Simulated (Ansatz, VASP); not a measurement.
## One calculation of Al2Cu, two programs

INCAR

```
ALGO = Fast
EDIFF = 1E-6
ENCUT = 520
GGA = PS
ISIF = 2
ISMEAR = 0
LASPH = True
LCHARG = False
LREAL = False
LWAVE = False
NBANDS = 16
NELM = 60
PREC = Accurate
SIGMA = 0.15
```

File KPOINTS:

```
k-points
0
Gamma
  12 12 16
```

Contents of POSCAR:

```
Al2Cu
1.0
    4.0841721965      0.0000000000      0.0000000000
    0.0000000000      4.0841721965      0.0000000000
    0.0000000000      0.0000000000      2.8463947513
Al Cu
2 1
Direct
    0.5000000000      0.0000000000      0.5000000000
    0.0000000000      0.5000000000      0.5000000000
    0.0000000000      0.0000000000     -0.1053964844
```

Input for Ansatz:

```yaml
crystal:
  lattice:
    - [4.0841721965, 0.0, 0.0]
    - [0.0, 4.0841721965, 0.0]
    - [0.0, 0.0, 2.8463947513]
  atoms:
    - { symbol: Al, position: [0.5, 0.0, 0.5] }
    - { symbol: Al, position: [0.0, 0.5, 0.5] }
    - { symbol: Cu, position: [0.0, 0.0, -0.1053964844] }
basis:
  ecutwfc: 420
kpoints:
  mp_grid: { grid: [12, 12, 16] }
hamiltonian:
  xc: pbesol
scf:
  occupations: { method: gaussian, width: 0.15 }
output:
  forces: true
  stress: true
  eigenvalues: true
```

Alike in both runs: task single point; functional PBEsol; k mesh 12 × 12 × 16; occupations gaussian, width 0.15 eV; no spin polarisation.

|  | VASP | Ansatz |
| --- | --- | --- |
| version | VASP 6.6.1 | Ansatz 0.2.0 |
| potentials or method | VASP PAW PBE potentials, release 64 (Al, Cu), cutoff 520 eV | scalar-relativistic, plane waves, PAW |
| valence electrons in the cell | 17 | 25 |

|  | VASP | Ansatz | Ansatz less VASP |
| --- | --- | --- | --- |
| gap on the k mesh at the Fermi level (eV) | none | none | - |
| pressure (GPa) | 4.0 | 3.2 | -0.84 |
| traceless stress, the component that is largest in VASP (GPa) | -2.37 | -2.34 | +0.029 |
| rms of the force components (eV/Å) | 0.736 | 0.733 | -0.0036 |

VASP's potentials were made for PBE, not for PBEsol. Atom by atom the forces differ by 0.004 eV/Å (rms over components). A gap of «none» marks a metal or a gap that the smearing closes. The functional is the same, so the differences come from potentials, cutoffs and numerics. VASP's potentials hold 17 valence electrons a cell and Ansatz's 25, so a difference there can come from the potentials and not from the codes.
